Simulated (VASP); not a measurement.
# GaSb in VASP: notebook

GaSb is run at these levels: PBE; tasks: single point, relaxation of cell and atoms.

All numbers are computed with VASP 6.6.1; they aren't measurements. Logs are shortened: lines on timing, memory, paths and dates and some standing lists are left out, and cuts for length are marked.

### 1 The cell of the first run

Symmetry: Immm, No. 71, orthorhombic system. Conventional cell: a = 3.442 Å, b = 4.928 Å, c = 5.651 Å, α = 90.00°, β = 90.00°, γ = 90.00°. Ga (site symmetry mmm) has 6 Sb at 2.83 to 3.01 Å and 2 Ga at 3.44 Å within 3.7 Å. Sb (site symmetry mmm) has 6 Ga at 2.83 to 3.01 Å and 2 Sb at 3.44 Å within 3.7 Å.

### 2 Single point, PBE

INCAR

```
SYSTEM = GaSb
ALGO = Normal
EDIFF = 1E-6
ENCUT = 520
GGA = PE
ISIF = 2
ISMEAR = 0
LASPH = .True.
LCHARG = .False.
LREAL = .False.
LWAVE = .False.
NBANDS = 16
NELM = 100
PREC = Accurate
SIGMA = 0.1
```

KPOINTS

```
k-points
0
Gamma
  6 6 6
  0 0 0
```

POSCAR

```
GaSb
1.0
   -1.7210525411      2.4638707487      2.8256238047
    1.7210525411     -2.4638707487      2.8256238047
    1.7210525411      2.4638707487     -2.8256238047
Ga Sb
1 1
Direct
    0.5000000000      0.5000000000      0.0000000000
    0.0000000000      0.0000000000      0.0000000000
```

Potentials or basis: VASP PAW PBE potentials, release 64 (Ga_d, Sb).

Run with:

```sh
$ cat potpaw_PBE.64/Ga_d/POTCAR potpaw_PBE.64/Sb/POTCAR > POTCAR
$ mpirun -np 1 vasp_std > vasp.out
```

OUTCAR:

```text
SYSTEM = GaSb
   EDIFF = 1E-6
   ENCUT = 520
   GGA = PE
   ISIF = 2
   ISMEAR = 0
   LASPH = .True.
   LREAL = .False.
   NELM = 100
   PREC = Accurate

 ion  position               nearest neighbor table
   1  0.500  0.500  0.000-   2 2.83   2 2.83   2 3.01   2 3.01   2 3.01   2 3.01
   2  0.000  0.000  0.000-   1 2.83   1 2.83   1 3.01   1 3.01   1 3.01   1 3.01

  LATTYP: Found a body centered orthorhombic cell.
 ALAT       =     3.4421050822
 B/A-ratio  =     1.4316069323
 C/A-ratio  =     1.6417998505

  Lattice vectors:

 A1 = (  -1.7210525411,   2.4638707487,   2.8256238047)
 A2 = (   1.7210525411,  -2.4638707487,   2.8256238047)
 A3 = (   1.7210525411,   2.4638707487,  -2.8256238047)

Analysis of symmetry for initial positions (statically):
=====================================================================
 Subroutine PRICEL returns:
 Original cell was already a primitive cell.

 Routine SETGRP: Setting up the symmetry group for a
 body centered orthorhombic supercell.

 Subroutine GETGRP returns: Found  8 space group operations
 (whereof  8 operations were pure point group operations)
 out of a pool of  8 trial point group operations.

The static configuration has the point symmetry D_2h.

Analysis of symmetry for dynamics (positions and initial velocities):
=====================================================================
 Subroutine PRICEL returns:
 Original cell was already a primitive cell.

 Routine SETGRP: Setting up the symmetry group for a
 body centered orthorhombic supercell.

 Subroutine GETGRP returns: Found  8 space group operations
 (whereof  8 operations were pure point group operations)
 out of a pool of  8 trial point group operations.

The dynamic configuration has the point symmetry D_2h.

 Subroutine INISYM returns: Found  8 space group operations
 (whereof  8 operations are pure point group operations),
 and found     1 'primitive' translations

----------------------------------------------------------------------------------------

                                     Primitive cell

  volume of cell :      47.9277

  direct lattice vectors                    reciprocal lattice vectors
    -1.721052541  2.463870749  2.825623805     0.000000000  0.202932723  0.176952077
     1.721052541 -2.463870749  2.825623805     0.290519893  0.000000000  0.176952077
     1.721052541  2.463870749 -2.825623805     0.290519893  0.202932723  0.000000000

  length of vectors
     4.125146155  4.125146155  4.125146155     0.269246592  0.340167379  0.354377621

  position of ions in fractional coordinates (direct lattice)
     0.500000000  0.500000000  0.000000000
     0.000000000  0.000000000  0.000000000

  ion indices of the primitive-cell ions
   primitive index   ion index
                 1           1
                 2           2

----------------------------------------------------------------------------------------

 KPOINTS: k-points

Automatic generation of k-mesh.
 Grid dimensions read from file:
 generate k-points for:    6    6    6

 Generating k-lattice:

  Cartesian coordinates                     Fractional coordinates (reciprocal lattice)
     0.000000000  0.033822120  0.029492013     0.166666667  0.000000000 -0.000000000
     0.048419982  0.000000000  0.029492013     0.000000000  0.166666667  0.000000000
     0.048419982  0.033822120  0.000000000    -0.000000000  0.000000000  0.166666667

  Length of vectors
     0.044874432  0.056694563  0.059062937

  Shift w.r.t. Gamma in fractional coordinates (k-lattice)
     0.000000000  0.000000000  0.000000000

 Subroutine IBZKPT returns following result:
 ===========================================

 Found     46 irreducible k-points:

 Following reciprocal coordinates:
            Coordinates               Weight
  0.000000  0.000000  0.000000      1.000000
  0.166667 -0.000000  0.000000      4.000000
  0.333333 -0.000000  0.000000      4.000000
  0.500000  0.000000 -0.000000      2.000000
 -0.000000  0.166667  0.000000      4.000000
  0.166667  0.166667  0.000000      8.000000
[... 16 lines left out ...]
 -0.166667  0.166667  0.166667      2.000000
  0.166667  0.333333  0.166667      4.000000
 [... further k-points ...]
   k-points           NKPTS =     46   k-points in BZ     NKDIM =     46   number of bands    NBANDS=     16
   number of dos      NEDOS =    301   number of ions     NIONS =      2
   total plane-waves  NPLWV =  32768
   dimension x,y,z NGX =    32 NGY =   32 NGZ =   32
   dimension x,y,z NGXF=    64 NGYF=   64 NGZF=   64
   ions per type =               1   1
   NGX,Y,Z   is equivalent  to a cutoff of  12.90, 12.90, 12.90 a.u.
   NGXF,Y,Z  is equivalent  to a cutoff of  25.79, 25.79, 25.79 a.u.
 SYSTEM =  GaSb
   PREC   = accura    normal or accurate (medium, high low for compatibility)
   ISTART =      0    job   : 0-new  1-cont  2-samecut
   ICHARG =      2    charge: 1-file 2-atom 10-const
   ISPIN  =      1    spin polarized calculation?
[... 115 lines left out ...]
      6      -4.8806      2.00000
[... 8 lines left out ...]
     15      13.6222      0.00000
     16      17.1044      0.00000

 k-point     6 :       0.1667    0.1667    0.0000
  band No.  band energies     occupation
      1      -8.3137      2.00000
      2      -8.2989      2.00000
      3      -8.2971      2.00000
      4      -8.2728      2.00000
      5      -8.2649      2.00000
      6      -4.3787      2.00000
[... 8 lines left out ...]
     15      15.4383      0.00000
     16      16.5739      0.00000

 k-point     7 :       0.3333    0.1667   -0.0000
  band No.  band energies     occupation
      1      -8.3195      2.00000
      2      -8.3015      2.00000
      3      -8.2975      2.00000
      4      -8.2684      2.00000
      5      -8.2636      2.00000
      6      -3.4905      2.00000
[... 8 lines left out ...]
     15      16.8042      0.00000
     16      17.6328      0.00000

 k-point     8 :       0.5000    0.1667   -0.0000
  band No.  band energies     occupation
      1      -8.3241      2.00000
      2      -8.3000      2.00000
      3      -8.2952      2.00000
      4      -8.2709      2.00000
      5      -8.2614      2.00000
      6      -3.3764      2.00000
[... 8 lines left out ...]
     15      16.1081      0.00000
     16      17.8610      0.00000

 k-point     9 :      -0.3333    0.1667   -0.0000
  band No.  band energies     occupation
      1      -8.3226      2.00000
      2      -8.2974      2.00000
      3      -8.2908      2.00000
      4      -8.2764      2.00000
      5      -8.2623      2.00000
      6      -4.2669      2.00000
[... 8 lines left out ...]
     15      15.6320      0.00000
     16      16.5972      0.00000
[... 172 lines left out ...]
 k-point    19 :       0.3333    0.5000    0.0000
  band No.  band energies     occupation
      1      -8.3504      2.00000
      2      -8.2975      2.00000
      3      -8.2895      2.00000
      4      -8.2594      2.00000
      5      -8.2525      2.00000
      6      -2.1409      2.00000
[... 8 lines left out ...]
     15      17.2338      0.00000
     16      17.6484      0.00000

 k-point    20 :       0.5000    0.5000   -0.0000
  band No.  band energies     occupation
      1      -8.3600      2.00000
      2      -8.2925      2.00000
      3      -8.2917      2.00000
      4      -8.2558      2.00000
      5      -8.2513      2.00000
      6      -2.0615      2.00000
[... 8 lines left out ...]
     15      16.3579      0.00000
     16      19.0137      0.00000

 k-point    21 :       0.1667    0.1667    0.1667
  band No.  band energies     occupation
      1      -8.3307      2.00000
      2      -8.3006      2.00000
      3      -8.2824      2.00000
      4      -8.2706      2.00000
      5      -8.2633      2.00000
      6      -3.0293      2.00000
[... 8 lines left out ...]
     15      16.3735      0.00000
     16      17.6883      0.00000

 k-point    22 :       0.3333    0.1667    0.1667
  band No.  band energies     occupation
      1      -8.3287      2.00000
      2      -8.3058      2.00000
      3      -8.2787      2.00000
      4      -8.2696      2.00000
      5      -8.2659      2.00000
      6      -2.4155      2.00000
[... 8 lines left out ...]
     15      15.1024      0.00000
     16      17.4518      0.00000

 k-point    23 :      -0.1667    0.1667    0.1667
  band No.  band energies     occupation
      1      -8.3176      2.00000
      2      -8.2993      2.00000
      3      -8.2799      2.00000
      4      -8.2749      2.00000
      5      -8.2722      2.00000
      6      -4.0136      2.00000
[... 8 lines left out ...]
     15      14.7810      0.00000
     16      17.8977      0.00000

 k-point    24 :       0.1667    0.3333    0.1667
  band No.  band energies     occupation
      1      -8.3384      2.00000
      2      -8.3037      2.00000
      3      -8.2872      2.00000
      4      -8.2643      2.00000
      5      -8.2528      2.00000
      6      -1.8742      2.00000
[... 8 lines left out ...]
     15      14.1993      0.00000
     16      18.0430      0.00000

 [... further k-points ...]

------------------------ aborting loop because EDIFF is reached ----------------------------------------

  FORCE on cell =-STRESS in cart. coord.  units (eV):
  Direction    XX          YY          ZZ          XY          YZ          ZX
  --------------------------------------------------------------------------------------
  -------------------------------------------------------------------------------------
  Total        0.0166305      0.0005175     -0.0685094     -0.0000000      0.0000000      0.0000000
  in kB        0.5559418      0.0172981     -2.2902051     -0.0000000      0.0000000      0.0000000
  external PRESSURE =      -0.5723217 kB  Pullay stress =       0.0000000 kB

 VOLUME and BASIS-vectors are now :
 -----------------------------------------------------------------------------
  energy-cutoff  :      520.00
  volume of cell :       47.93
      direct lattice vectors                 reciprocal lattice vectors
    -1.721052541  2.463870749  2.825623805     0.000000000  0.202932723  0.176952077
     1.721052541 -2.463870749  2.825623805     0.290519893  0.000000000  0.176952077
     1.721052541  2.463870749 -2.825623805     0.290519893  0.202932723  0.000000000

 POSITION                                       TOTAL-FORCE (eV/Angst)
 -----------------------------------------------------------------------------------
      0.00000      0.00000      2.82562         0.000000     -0.000000     -0.000000
      0.00000      0.00000      0.00000        -0.000000      0.000000      0.000000
 -----------------------------------------------------------------------------------
    total drift:                               -0.000000      0.000000     -0.000000

  FREE ENERGIE OF THE ION-ELECTRON SYSTEM (eV)
  ---------------------------------------------------
  free  energy   TOTEN  =        -6.9547934302 eV

  energy  without entropy=       -6.9522358809  energy(sigma->0) =       -6.95351466
```

Wall time 13 s (1 thread of Intel Xeon Platinum 8488C (Sapphire Rapids), shared host); peak memory 0.19 GiB.

Results:

- Free energy: -6.9548 eV
- Pressure: -0.1 GPa
- Band gap on the k mesh: zero (band 9 reaches 9.53 eV, above the bottom of band 10 at 4.22 eV)

Caveat: the k points lie up to 0.37 Å⁻¹ apart; spin-orbit coupling is left out, which moves the levels of the heavy elements.

### 3 Relaxation of cell and atoms, PBE

This run uses another cell than the first one, of 24.16 Å³/atom, 1.008 times its volume.

INCAR

```
ALGO     = Normal         # electronic algorithm
EDIFF    = 1E-7           # SCF threshold, eV
EDIFFG   = -0.04          # ionic threshold
ENCUT    = 600            # plane-wave cutoff, eV
GGA      = PE             # functional
IBRION   = 2              # ionic algorithm
ISIF     = 3              # what is computed and relaxed
ISMEAR   = 0              # smearing method
LASPH    = True           # aspherical terms in the spheres
LCHARG   = False          # write CHGCAR
LREAL    = False          # projectors in reciprocal space
LWAVE    = False          # write WAVECAR
NELM     = 60             # most SCF steps
NSW      = 90             # ionic steps
PREC     = Accurate       # precision mode
SIGMA    = 0.1            # smearing width, eV
```

KPOINTS

```
k-points
0
Gamma
  6 6 6
```

POSCAR

```
GaSb
1.0
   -1.7204873135      2.4340002561      2.8846343785
    1.7204873135     -2.4340002561      2.8846343785
    1.7204873135      2.4340002561     -2.8846343785
Ga Sb
1 1
Direct
    0.5000000000      0.5000000000      0.0000000000
    0.0000000000      0.0000000000      0.0000000000
```

Potentials or basis: VASP PAW PBE potentials, release 64 (Ga_d, Sb).

Run with:

```sh
$ cat potpaw_PBE.64/Ga_d/POTCAR potpaw_PBE.64/Sb/POTCAR > POTCAR
$ mpirun -np 1 vasp_std > vasp.out
```

Wall time 42 s (1 thread of Intel Xeon Platinum 8488C (Sapphire Rapids), shared host); peak memory 0.22 GiB.

It converged, with:

```yaml
Free_energy: -6.9547 eV
Relaxed_volume: 23.89 Å³/atom
Relaxed_cell: a = 4.119 Å, b = 4.119 Å, c = 4.119 Å, α = 130.54°, β = 106.70°, γ = 93.59°
Space_group_after_relaxing_to_0.05_Å: Immm (No. 71)
Energy_gained_by_relaxing: 7.9 meV/atom
Ionic_steps: 3
Pressure_after_relaxing: 0.1 GPa
Band_gap_on_the_k_mesh: zero (band 9 reaches 9.60 eV, above the bottom of band 10 at 4.25 eV)
```

Stress tensor (GPa, compression positive):
```
-0.04  0.00  0.00
 0.00  0.19  0.00
 0.00  0.00  0.12
```

The path:
```
step  energy change (eV)  largest force (eV/Å)  pressure (GPa)  volume (Å³)
   1              0.0000                0.0000           -0.55        48.32
   2             -0.0156                0.0000            0.21        47.72
   3             -0.0158                0.0000            0.09        47.78
```

Final structure:
```cif
data_structure
_symmetry_space_group_name_H-M 'P 1'
_symmetry_Int_Tables_number 1
_cell_length_a 4.1189
_cell_length_b 4.1189
_cell_length_c 4.1189
_cell_angle_alpha 130.541
_cell_angle_beta 106.704
_cell_angle_gamma 93.588
_cell_volume 47.78
loop_
_atom_site_label
_atom_site_type_symbol
_atom_site_fract_x
_atom_site_fract_y
_atom_site_fract_z
_atom_site_occupancy
Ga1 Ga 0.50000 0.50000 0.00000 1
Sb1 Sb 0.00000 0.00000 0.00000 1
```

Levels at points of the mesh, in eV from the Fermi level:
| k point | band 5 | band 6 | band 7 | band 8 | band 9 | band 10 | band 11 | band 12 | band 13 |
| --- | --- | --- | --- | --- | --- | --- | --- | --- | --- |
| (0.00, 0.00, 0.00) | -14.82 | -11.92 | -1.66 | -1.43 | -1.02 | 3.23 | 4.12 | 6.36 | 6.95 |
| (0.50, 0.00, 0.00) | -14.82 | -10.14 | -7.88 | 0.46 | 2.04 | 2.66 | 3.41 | 3.77 | 4.70 |
| (0.00, 0.50, 0.00) | -14.82 | -8.74 | -6.63 | -1.08 | -0.44 | 0.30 | 1.01 | 2.76 | 3.40 |
| (0.50, 0.50, 0.00) | -14.81 | -8.64 | -5.06 | -3.42 | -2.29 | -2.01 | 3.16 | 5.24 | 8.24 |
| (0.50, 0.50, 0.50) | -14.81 | -8.88 | -5.21 | -5.12 | -4.33 | 0.68 | 4.75 | 9.07 | 10.24 |

Caveat: the k points lie up to 0.37 Å⁻¹ apart in the final cell; spin-orbit coupling is left out, which moves the levels of the heavy elements.

### 4 Single point, PBE

This run uses another cell than the first one: it holds 8 atoms, not 2.

INCAR

```
SYSTEM = GaSb
  ALGO = Normal
  EDIFF = 1E-7
  ENCUT = 520
  GGA = PE
  ISIF = 2
  ISMEAR = 0
  LASPH = .TRUE.
  LCHARG = .TRUE.
  LELF = .TRUE.
  LREAL = .FALSE.
  LVHAR = .TRUE.
  LWAVE = .FALSE.
  NBANDS = 46
  NELM = 60
  PREC = Accurate
  SIGMA = 0.1
```

KPOINTS

```
k-points
0
G
  2 4 4
  0 0 0
```

POSCAR

```
GaSb
1.0
    6.8819492539      0.0000000000      0.0000000000
    0.0000000000      5.7692687571      0.0000000000
    0.0000000000      0.0000000000      4.8680005121
Ga Sb
4 4
Direct
    0.7500000000      0.0000000000      0.5000767108
    0.0000000000      0.5000000000      0.0000000000
    0.2500000000      0.0000000000      0.4999232892
    0.5000000000      0.5000000000      0.0000000000
    0.7500000000      0.5000000000      0.5000066156
    0.0000000000      0.0000000000      0.0000000000
    0.2500000000      0.5000000000      0.4999933844
    0.5000000000      0.0000000000      0.0000000000
```

Run with:

```sh
$ cat potpaw_PBE.64/Ga_d/POTCAR potpaw_PBE.64/Sb/POTCAR > POTCAR
$ mpirun -np 1 vasp_std > vasp.out
```

It took 1.9 min on 1 thread of Intel Xeon Platinum 8488C (Sapphire Rapids), shared host; peak memory 0.36 GiB.

Results (log left out):

- Free energy: -27.9569 eV
- Pressure: 0.1 GPa
- Band gap on the k mesh: zero (band 36 reaches 8.27 eV, above the bottom of band 37 at 5.59 eV)

Stress tensor (GPa, compression positive):
```
0.02 0.00 0.00
0.00 0.10 0.00
0.00 0.00 0.11
```

Levels at points of the mesh, in eV from the Fermi level:
```tsv
k point	band 34	band 35	band 36	band 37	band 38	band 39
(0.00, 0.00, 0.00)	-0.94	-0.94	-0.82	-0.82	-0.68	0.83
(0.50, 0.00, 0.00)	-1.98	-0.75	-0.75	-0.68	-0.68	0.64
(0.00, 0.50, 0.00)	-0.32	-0.17	-0.17	0.47	0.47	1.14
(0.50, 0.50, 0.00)	-1.10	-1.10	-1.10	0.55	0.55	0.55
(0.00, 0.00, 0.50)	-2.16	-2.04	-2.04	2.36	2.36	2.39
(0.50, 0.00, 0.50)	-2.07	-2.07	-2.07	1.10	1.10	1.10
(0.00, 0.50, 0.50)	0.35	1.86	1.86	2.49	2.49	2.79
(0.50, 0.50, 0.50)	-0.70	-0.70	-0.70	1.70	1.70	1.70
```

Caveat: the k points lie up to 0.46 Å⁻¹ apart; spin-orbit coupling is left out, which moves the levels of the heavy elements.

### 5 Single point, PBE

This run uses another cell than the first one, of 24.03 Å³/atom, 1.003 times its volume.

INCAR

```
ALGO     = Normal         # electronic algorithm
EDIFF    = 1E-7           # SCF threshold, eV
ENCUT    = 520            # plane-wave cutoff, eV
GGA      = PE             # functional
ISIF     = 2              # what is computed and relaxed
ISMEAR   = 0              # smearing method
LASPH    = True           # aspherical terms in the spheres
LCHARG   = False          # write CHGCAR
LREAL    = False          # projectors in reciprocal space
LWAVE    = False          # write WAVECAR
NBANDS   = 16             # bands
NELM     = 60             # most SCF steps
PREC     = Accurate       # precision mode
SIGMA    = 0.1            # smearing width, eV
```

KPOINTS

```
k-points
0
Gamma
  20 20 20
```

POSCAR

```
GaSb
1.0
   -1.5954380913      2.6117685886      2.8835487212
    1.5954380913     -2.6117685886      2.8835487212
    1.5954380913      2.6117685886     -2.8835487212
Ga Sb
1 1
Direct
    0.5000000000      0.5000000000      0.0000000000
    0.0000000000      0.0000000000      0.0000000000
```

Run with:

```sh
$ cat potpaw_PBE.64/Ga_d/POTCAR potpaw_PBE.64/Sb/POTCAR > POTCAR
$ mpirun -np 1 vasp_std > vasp.out
```

Run time: 9.9 min. Hardware: 1 thread of Oxide Virtual Turin-like, shared host; peak memory 0.92 GiB.

Results (log left out):

```yaml
Free_energy: -6.9863 eV
Pressure: 0.0 GPa
Band_gap_on_the_k_mesh: zero (band 9 reaches 8.99 eV, above the bottom of band 10 at 3.85 eV)
```

Levels at points of the mesh, in eV from the Fermi level:
```tsv
k point	band 5	band 6	band 7	band 8	band 9	band 10	band 11	band 12	band 13	band 14
(0.00, 0.00, 0.00)	-14.82	-11.96	-2.84	-2.05	-1.50	3.52	4.73	6.21	7.57	7.72
(0.50, 0.00, 0.00)	-14.81	-10.46	-8.02	-0.08	1.55	2.44	2.97	4.19	6.36	8.28
(0.00, 0.50, 0.00)	-14.81	-8.26	-6.20	-1.79	-0.37	-0.30	1.01	2.74	3.53	9.09
(0.50, 0.50, 0.00)	-14.81	-8.21	-5.06	-3.19	-2.13	-1.88	3.22	4.19	6.86	7.65
(0.50, 0.50, 0.50)	-14.81	-9.38	-5.76	-5.12	-4.72	2.55	6.42	9.88	9.95	10.51
```

Caveat: spin-orbit coupling is left out, which moves the levels of the heavy elements.

### 6 Summary

| task | cell | k mesh | cutoff (eV) | gap on the mesh (eV) | pressure (GPa) |
| --- | --- | --- | --- | --- | --- |
| single point | a = 4.125 Å, angles 130.7, 106.6, 93.5°, 2 atoms | 6 × 6 × 6 | 520 | none | -0.1 |
| relaxation of cell and atoms | relaxed from a = 4.148 Å, angles 131.0, 108.1, 91.9°, 2 atoms | 6 × 6 × 6 | 600 | none | 0.1 |
| single point | a = 6.882, b = 5.769, c = 4.868 Å, 8 atoms | 2 × 4 × 4 | 520 | none | 0.1 |
| single point | a = 4.205 Å, angles 135.4, 103.2, 93.4°, 2 atoms | 20 × 20 × 20 | 520 | none | 0.0 |

Alike in all rows: level PBE; potentials or basis VASP PAW PBE potentials, release 64 (Ga_d, Sb); no spin polarisation; smearing gaussian 0.1 eV.

Caveats: some runs use coarse meshes; spin-orbit coupling is left out, which moves the levels of the heavy elements.

Total energies depend on the potentials used, so only differences within one code and one set of settings carry meaning.
